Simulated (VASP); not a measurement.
# Ca2Ge3N (P-6m2) in VASP: notebook

Runs on Ca2Ge3N. Level: PBE. Tasks: relaxation of cell and atoms, single point.

All numbers are computed with VASP 6.6.1; they aren't measurements. Logs are shortened: lines on timing, memory, paths and dates and some standing lists are left out, and cuts for length are marked.

## Step 1: The cell of the first run

It takes space group P-6m2 (No. 187, hexagonal). The conventional cell has a = 4.138 Å, b = 4.138 Å, c = 8.220 Å, α = 90.00°, β = 90.00°, γ = 120.00°. Ca (site symmetry 3m) has 9 Ge at 3.12 to 3.18 Å and 3 N at 3.12 Å and 8 Ca at 4.03 to 4.19 Å within 4.2 Å. Within 3.2 Å of Ge (site symmetry -6m2) lie 3 Ge at 2.39 Å and 6 Ca at 3.18 Å. Ge (site symmetry -6m2) has 3 N at 2.39 Å and 6 Ca at 3.12 Å within 3.2 Å. Ge (site symmetry -6m2) has 3 Ge at 2.39 Å and 6 Ca at 3.18 Å within 3.2 Å. Within 3.2 Å of N (site symmetry -6m2) lie 3 Ge at 2.39 Å and 6 Ca at 3.12 Å.

The cell was generated, and may not be a known phase.

## Step 2: Relaxation of cell and atoms, PBE

INCAR reads:

```
PREC = Accurate ; ENCUT = 600
EDIFF = 1E-7 ; ISMEAR = 0
SIGMA = 0.1 ; LREAL = False
LASPH = True ; NELM = 60
ALGO = Normal ; ISIF = 3
LWAVE = False ; LCHARG = False
GGA = PE ; IBRION = 2
NSW = 90 ; EDIFFG = -0.04
```

KPOINTS reads:

```
regular mesh
0
Gamma
  6 6 2
```

POSCAR reads:

```
Ca2Ge3N
1.0
    4.1375939100      0.0000000000      0.0000000000
   -2.0687969500      3.5832614300      0.0000000000
    0.0000000000      0.0000000000      8.2199647600
Ca Ge N
2 3 1
Direct
    0.0000000000      0.0000000000      0.2450700000
    0.0000000000      0.0000000000      0.7549300000
    0.3333333300      0.6666666700      0.5000000000
    0.6666666700      0.3333333300      0.0000000000
    0.6666666700      0.3333333300      0.5000000000
    0.3333333300      0.6666666700      0.0000000000
```

Potentials or basis: VASP PAW PBE potentials, release 64 (Ca_sv, Ge_d, N).

On the command line:

```bash
> cat potpaw_PBE.64/Ca_sv/POTCAR potpaw_PBE.64/Ge_d/POTCAR potpaw_PBE.64/N/POTCAR > POTCAR
> mpirun -np 1 vasp_std > vasp.out
```

OUTCAR:

```text
PREC = Accurate
   ENCUT = 600
   EDIFF = 1E-7
   ISMEAR = 0
   LREAL = False
   LASPH = True
   NELM = 60
   ISIF = 3
   GGA = PE
   IBRION = 2
   NSW = 90
   EDIFFG = -0.04

 ion  position               nearest neighbor table
   1  0.000  0.000  0.245-
   2  0.000  0.000  0.755-
   3  0.333  0.667  0.500-   5 2.39   5 2.39   5 2.39
   4  0.667  0.333  0.000-
   5  0.667  0.333  0.500-   3 2.39   3 2.39   3 2.39
   6  0.333  0.667  0.000-

  LATTYP: Found a hexagonal cell.
 ALAT       =     4.1375939100
 C/A-ratio  =     1.9866533398

  Lattice vectors:

 A1 = (   4.1375939100,   0.0000000000,   0.0000000000)
 A2 = (  -2.0687969500,   3.5832614300,   0.0000000000)
 A3 = (   0.0000000000,   0.0000000000,   8.2199647600)

Analysis of symmetry for initial positions (statically):
=====================================================================
 Subroutine PRICEL returns:
 Original cell was already a primitive cell.

 Routine SETGRP: Setting up the symmetry group for a
 hexagonal supercell.

 Subroutine GETGRP returns: Found 12 space group operations
 (whereof 12 operations were pure point group operations)
 out of a pool of 24 trial point group operations.

The static configuration has the point symmetry D_3h.

Analysis of symmetry for dynamics (positions and initial velocities):
=====================================================================
 Subroutine PRICEL returns:
 Original cell was already a primitive cell.

 Routine SETGRP: Setting up the symmetry group for a
 hexagonal supercell.

 Subroutine GETGRP returns: Found 12 space group operations
 (whereof 12 operations were pure point group operations)
 out of a pool of 24 trial point group operations.

The dynamic configuration has the point symmetry D_3h.

 Subroutine INISYM returns: Found 12 space group operations
 (whereof 12 operations are pure point group operations),
 and found     1 'primitive' translations

----------------------------------------------------------------------------------------

                                     Primitive cell

  volume of cell :     121.8699

  direct lattice vectors                    reciprocal lattice vectors
     4.137593910  0.000000000  0.000000000     0.241686357  0.139537683  0.000000000
    -2.068796950  3.583261430  0.000000000     0.000000000  0.279075367  0.000000000
     0.000000000  0.000000000  8.219964760     0.000000000  0.000000000  0.121655023

  length of vectors
     4.137593910  4.137593902  8.219964760     0.279075367  0.279075367  0.121655023

  position of ions in fractional coordinates (direct lattice)
     0.000000000  0.000000000  0.245070000
     0.000000000  0.000000000  0.754930000
     0.333333330  0.666666670  0.500000000
     0.666666670  0.333333330  0.000000000
     0.666666670  0.333333330  0.500000000
     0.333333330  0.666666670  0.000000000

  ion indices of the primitive-cell ions
   primitive index   ion index
                 1           1
                 2           2
                 3           3
                 4           4
                 5           5
                 6           6

----------------------------------------------------------------------------------------

 KPOINTS: regular mesh

Automatic generation of k-mesh.
 Grid dimensions read from file:
 generate k-points for:    6    6    2

 Generating k-lattice:

  Cartesian coordinates                     Fractional coordinates (reciprocal lattice)
     0.040281060  0.023256281  0.000000000     0.166666667  0.000000000  0.000000000
     0.000000000  0.046512561  0.000000000     0.000000000  0.166666667  0.000000000
     0.000000000  0.000000000  0.060827511     0.000000000  0.000000000  0.500000000

  Length of vectors
     0.046512561  0.046512561  0.060827511

  Shift w.r.t. Gamma in fractional coordinates (k-lattice)
     0.000000000  0.000000000  0.000000000

 Subroutine IBZKPT returns following result:
 ===========================================

 Found     14 irreducible k-points:

 Following reciprocal coordinates:
            Coordinates               Weight
  0.000000  0.000000  0.000000      1.000000
  0.166667 -0.000000  0.000000      6.000000
  0.333333 -0.000000  0.000000      6.000000
  0.500000  0.000000  0.000000      3.000000
  0.166667  0.166667  0.000000      6.000000
  0.333333  0.166667  0.000000     12.000000
  0.333333  0.333333  0.000000      2.000000
  0.000000  0.000000  0.500000      1.000000
  0.166667 -0.000000  0.500000      6.000000
  0.333333 -0.000000  0.500000      6.000000
  0.500000  0.000000  0.500000      3.000000
  0.166667  0.166667  0.500000      6.000000
  0.333333  0.166667  0.500000     12.000000
  0.333333  0.333333  0.500000      2.000000
   k-points           NKPTS =     14   k-points in BZ     NKDIM =     14   number of bands    NBANDS=     40
   number of dos      NEDOS =    301   number of ions     NIONS =      6
   total plane-waves  NPLWV =  90720
   dimension x,y,z NGX =    36 NGY =   36 NGZ =   70
   dimension x,y,z NGXF=    72 NGYF=   72 NGZF=  140
   ions per type =               2   3   1
   NGX,Y,Z   is equivalent  to a cutoff of  14.46, 14.46, 14.16 a.u.
   NGXF,Y,Z  is equivalent  to a cutoff of  28.93, 28.93, 28.31 a.u.
 SYSTEM =  unknown system
   PREC   = accura    normal or accurate (medium, high low for compatibility)
   ISTART =      0    job   : 0-new  1-cont  2-samecut
   ICHARG =      2    charge: 1-file 2-atom 10-const
   ISPIN  =      1    spin polarized calculation?
   LNONCOLLINEAR =      F non collinear calculations
   LSORBIT =      F    spin-orbit coupling
   LASPH  =      T    aspherical Exc in radial PAW
   ENCUT  =  600.0 eV  44.10 Ry    6.64 a.u.   8.26  8.26 16.42*2*pi/ulx,y,z
   NELM   =     60;   NELMIN=  2; NELMDL= -5     # of ELM steps
   EDIFF  = 0.1E-06   stopping-criterion for ELM
   LREAL  =      F    real-space projection
   EDIFFG = -.4E-01   stopping-criterion for IOM
   NSW    =     90    number of steps for IOM
   IBRION =      2    ionic relax: 0-MD 1-quasi-New 2-CG
   NFREE  =      1    steps in history (QN), initial steepest desc. (CG)
   ISIF   =      3    stress and relaxation
   ISYM   =      2    0-nonsym 1-usesym 2-fastsym
   POTIM  = 0.5000    time-step for ionic-motion
   TEBEG  =    0.0;   TEEND  =   0.0 temperature during run
   PSTRESS=    0.0 pullay stress
   NELECT =      67.0000    total number of electrons
   NUPDOWN=      -1.0000    fix difference up-down
   EMIN   =  10.00;   EMAX   =-10.00  energy-range for DOS
   EFERMI =   0.00;   METHOD = LEGACY
   ISMEAR =     0;   SIGMA  =   0.10  broadening in eV -4-tet -1-fermi 0-gaus
   EFERMI_NEDOS =   21; number of points for ismear=-14 and -15
   IALGO  =     38    algorithm
   IMIX   =      4    mixing-type and parameters
     AMIX     =   0.40;   BMIX     =  1.00
     AMIX_MAG =   1.60;   BMIX_MAG =  1.00
  volume/ion in A,a.u.               =      20.31       137.07
  Fermi-wavevector in a.u.,A,eV,Ry     =   1.341120  2.534349 24.471480  1.798603
  Thomas-Fermi vector in A             =   2.469379
   LORBIT       =      0    0 simple, 1 ext, 2 COOP (PROOUT), +10 PAW based schemes
   GGA     = PE    functional components
   LHFCALC =     F    Hartree Fock is set to
   AEXX    =    0.0000 exact exchange contribution
   IVDW    =     0    specifies the selected vdW correction
   LEPSILON=     F    determine dielectric tensor
   LRPA    =     F    only Hartree local field effects (RPA)
 conjugate gradient relaxation of ions
 non-spin polarized calculation
 Gauss-broadening in eV      SIGMA  =   0.10
  energy-cutoff  :      600.00
  volume of cell :      121.87
 maximum number of plane-waves:      4107
 NGX is ok and might be reduce to    36
   NGX = 17   NGY = 17   NGZ = 33

--------------------------------------- Ionic step        1  -------------------------------------------

 number of electron      66.9999992 magnetization

 Free energy of the ion-electron system (eV)
  ---------------------------------------------------
  ext. energy  EPLUGINS =         0.00000000
  ---------------------------------------------------
  free energy    TOTEN  =       -26.18709455 eV

  energy without entropy =      -26.17853497  energy(sigma->0) =      -26.18281476

------------------------ aborting loop because EDIFF is reached ----------------------------------------

  FORCE on cell =-STRESS in cart. coord.  units (eV):
  Direction    XX          YY          ZZ          XY          YZ          ZX
  --------------------------------------------------------------------------------------
  -------------------------------------------------------------------------------------
  Total        0.0791949      0.0791949      0.9627003      0.0000000     -0.0000000      0.0000000
  in kB        1.0411459      1.0411459     12.6562601      0.0000000     -0.0000000      0.0000000
  external PRESSURE =       4.9128506 kB  Pullay stress =       0.0000000 kB
[... 105 lines left out ...]
  energy  without entropy=      -26.2812017892  energy(sigma->0) =      -26.28430434

--------------------------------------- Ionic step        4  -------------------------------------------

 number of electron      66.9999986 magnetization

 E-fermi :   4.8191     XC(G=0):  -9.9925

 val. band max:        4.7952467292   @ k =   0.3333   0.3333   0.0000
 cond. band min:       4.8569399439   @ k =   0.3333  -0.0000   0.5000
 fundamental gap:      0.0616932147
 Fermi energy:         4.8191241877

 k-point     1 :       0.0000    0.0000    0.0000
  band No.  band energies     occupation
      1     -36.5048      2.00000
      2     -36.5014      2.00000
      3     -20.0868      2.00000
      4     -20.0868      2.00000
      5     -20.0579      2.00000
      6     -20.0116      2.00000
[... 708 lines left out ...]
  energy  without entropy=      -26.2889918908  energy(sigma->0) =      -26.29168638

--------------------------------------- Ionic step        7  -------------------------------------------

 number of electron      66.9999976 magnetization

 Free energy of the ion-electron system (eV)
  ---------------------------------------------------
  ext. energy  EPLUGINS =         0.00000000
  ---------------------------------------------------
  free energy    TOTEN  =       -26.29536932 eV

  energy without entropy =      -26.29052193  energy(sigma->0) =      -26.29294563

 E-fermi :   4.9264     XC(G=0): -10.0619

 val. band max:        4.8585430105   @ k =   0.3333   0.3333   0.0000
 cond. band min:       4.9789974556   @ k =   0.3333  -0.0000   0.5000
 fundamental gap:      0.1204544451
 Fermi energy:         4.9264098370

 k-point     1 :       0.0000    0.0000    0.0000
  band No.  band energies     occupation
      1     -36.3467      2.00000
      2     -36.3424      2.00000
      3     -19.9822      2.00000
      4     -19.9822      2.00000
      5     -19.9541      2.00000
      6     -19.9073      2.00000
[... 624 lines left out ...]
  FREE ENERGIE OF THE ION-ELECTRON SYSTEM (eV)
  ---------------------------------------------------
  free  energy   TOTEN  =       -26.2953693248 eV

  energy  without entropy=      -26.2905219297  energy(sigma->0) =      -26.29294563

 reached required accuracy - stopping structural energy minimisation
```

It took 8.5 min on 1 thread of AMD EPYC 7R13 (Zen 3), shared host; peak memory 0.31 GiB.

What came out:

| Item | Value |
| --- | --- |
| Free energy | -26.2954 eV |
| Relaxed volume | 20.63 Å³/atom |
| Relaxed cell | a = 4.140 Å, b = 4.140 Å, c = 8.339 Å, α = 90.00°, β = 90.00°, γ = 120.00° |
| Space group after relaxing (to 0.1 Å) | P-6m2 (No. 187) |
| Energy gained by relaxing | 18.0 meV/atom |
| Ionic steps | 7 |
| Pressure after relaxing | 0.0 GPa |
| Largest force after relaxing | 0.006 eV/Å |
| Band gap on the k mesh | zero (an odd number of electrons rules out a gap without spin polarisation) |

Forces in eV/Å, atoms in the order of the input:
```
Ca   0.000  0.000  0.006
Ca   0.000  0.000 -0.006
Ge   0.000  0.000  0.000
Ge   0.000  0.000  0.000
Ge   0.000  0.000  0.000
N    0.000  0.000  0.000
```

Step by step:
```csv
step,energy change (eV),largest force (eV/Å),pressure (GPa),volume (Å³)
1,0.0000,0.7428,0.49,121.87
2,-0.0512,0.5405,0.07,122.97
3,-0.1003,0.1459,-0.65,125.36
4,-0.1009,0.1054,-0.69,125.63
5,-0.1072,0.0076,0.24,123.47
6,-0.1073,0.0175,0.16,123.68
7,-0.1083,0.0055,0.00,123.78
```

Final structure:
```
Ca Ge N
1.0
     4.13990    0.00000    0.00000
    -2.06995    3.58525    0.00000
     0.00000    0.00000    8.33931
Ca Ge N
2 3 1
Cartesian
  -2.0699 3.5853 1.9030
  -2.0699 3.5853 6.4363
  0.0000 2.3902 4.1697
  2.0699 1.1951 0.0000
  2.0699 1.1951 4.1697
  0.0000 2.3902 0.0000
```

Caveat: the k points lie up to 0.38 Å⁻¹ apart in the final cell, too coarse for converged energies and pressures of a metal; an odd number of electrons without spin polarisation forces a metal; a magnetic or distorted state may lie lower.

(Part 1 of 2 ends here.)

The gap in the log of VASP goes by the Fermi energy; the results here count the filled bands.